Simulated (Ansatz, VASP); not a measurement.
**Two plane-wave programs on TeW**

Contents of INCAR:

```
SYSTEM = TeW
PREC     = Accurate       ! precision mode
ENCUT    = 600            ! plane-wave cutoff, eV
EDIFF    = 1E-6           ! SCF threshold, eV
ISMEAR   = 0              ! smearing method
SIGMA    = 0.1            ! smearing width, eV
LREAL    = .FALSE.        ! projectors in reciprocal space
LASPH    = .TRUE.         ! aspherical terms in the spheres
NELM     = 100            ! most SCF steps
ALGO     = Normal         ! electronic algorithm
ISIF     = 3              ! what is computed and relaxed
LWAVE    = .FALSE.        ! write WAVECAR
LCHARG   = .FALSE.        ! write CHGCAR
GGA      = PS             ! functional
IBRION   = 2              ! ionic algorithm
NSW      = 80             ! ionic steps
EDIFFG   = -0.01          ! ionic threshold
```

Contents of KPOINTS:

```
Automatic mesh
0
G
  14 14 14
  0 0 0
```

File POSCAR:

```
TeW
1.0
    0.0000000000      2.7828287133      2.7828287133
    2.7828287133      0.0000000000      2.7828287133
    2.7828287133      2.7828287133      0.0000000000
W Te
1 1
Direct
    0.0000000000      0.0000000000      0.0000000000
    0.5000000000      0.5000000000      0.5000000000
```

Input for Ansatz:

```yaml
crystal:
  lattice:
    - [0.0, 2.7828287133, 2.7828287133]
    - [2.7828287133, 0.0, 2.7828287133]
    - [2.7828287133, 2.7828287133, 0.0]
  atoms:
    - { symbol: W, position: [0.0, 0.0, 0.0] }
    - { symbol: Te, position: [0.5, 0.5, 0.5] }
basis:
  ecutwfc: 420
kpoints:
  mp_grid: { grid: [14, 14, 14] }
hamiltonian:
  xc: pbesol
scf:
  occupations: { method: gaussian, width: 0.1 }
  lower_state_search: "off"
output:
  forces: true
  stress: true
  eigenvalues: true
relax:
  adjacent_minimum: "off"
  f_tol: 0.01
  max_steps: 60
  cell: { stress_tol: 0.05 }
```

Alike in both runs: task relaxation of cell and atoms; functional PBEsol; k mesh 14 × 14 × 14; occupations gaussian, width 0.1 eV; no spin polarisation.

|  | VASP | Ansatz |
| --- | --- | --- |
| version | VASP 6.6.1 | Ansatz 0.2.0 |
| potentials or method | VASP PAW PBE potentials, release 64 (W_sv, Te), cutoff 600 eV | scalar-relativistic, plane waves, PAW |
| valence electrons in the cell | 20 | 30 |

VASP gave:

```
gap on the k mesh at the Fermi level, each at its own relaxed structure (eV) : none
relaxed volume (Å³/atom)                                                     : 21.08
relaxed cell length with the largest relative difference (Å)                 : 3.907
```

Q: What did Ansatz give for the same quantities?

A: gap on the k mesh at the Fermi level, each at its own relaxed structure (eV): none; relaxed volume (Å³/atom): 21.05; relaxed cell length with the largest relative difference (Å): 3.905.

VASP's potentials were made for PBE, not for PBEsol. A gap of «none» marks a metal or a gap that the smearing closes. VASP's potentials hold 20 valence electrons a cell and Ansatz's 30, so a difference there can come from the potentials and not from the codes.

Neither program's run includes spin-orbit coupling.
